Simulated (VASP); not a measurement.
Set up this calculation in VASP 6.6.1, as the native input.

```
Task                   : single point
Functional             : PBE
Potentials or basis    : VASP PAW PBE potentials, release 64 (Li_sv, Se)
Cutoff                 : 520 eV
k mesh                 : 6 × 6 × 6
Occupations            : gaussian, width 0.1 eV
Spin                   : no spin polarisation
Dipole correction      : no
Further INCAR settings : ALGO = Normal; EDIFF = 1e-06; NBANDS = 18
```

The structure of Li3Se2 lies in POSCAR:

```
Li3Se2
1.0
    1.7754208283      1.0250396931      8.2299761315
   -1.7754208283      1.0250396931      8.2299761315
    0.0000000000     -2.0500793863      8.2299761315
Li Se
3 2
Direct
    0.0000000000      0.0000000000      0.0000000000
    0.2095000000      0.2095000000      0.2095000000
    0.7905000000      0.7905000000      0.7905000000
    0.4000000000      0.4000000000      0.4000000000
    0.6000000000      0.6000000000      0.6000000000
```

One way to write it, as run:

INCAR

```
SYSTEM = Li3Se2
PREC = Accurate
ENCUT = 520
EDIFF = 1E-6
ISMEAR = 0
SIGMA = 0.1
LREAL = .FALSE.
LASPH = .TRUE.
NELM = 100
ALGO = Normal
ISIF = 2
LWAVE = .FALSE.
LCHARG = .FALSE.
GGA = PE
NBANDS = 18
```

KPOINTS

```
regular mesh
0
G
  6 6 6
  0 0 0
```

Potentials or basis: VASP PAW PBE potentials, release 64 (Li_sv, Se).

Run with:

```console
$ cat potpaw_PBE.64/Li_sv/POTCAR potpaw_PBE.64/Se/POTCAR > POTCAR
$ mpirun -np 1 vasp_std > vasp.out
```

It gave:

```json
{
  "Largest force": "0.870 eV/Å",
  "Band gap on the k mesh": "zero (an odd number of electrons rules out a gap without spin polarisation)"
}
```

It took 8 min on 1 thread of Intel Xeon 8259CL (shared host), peak memory 0.54 GiB.
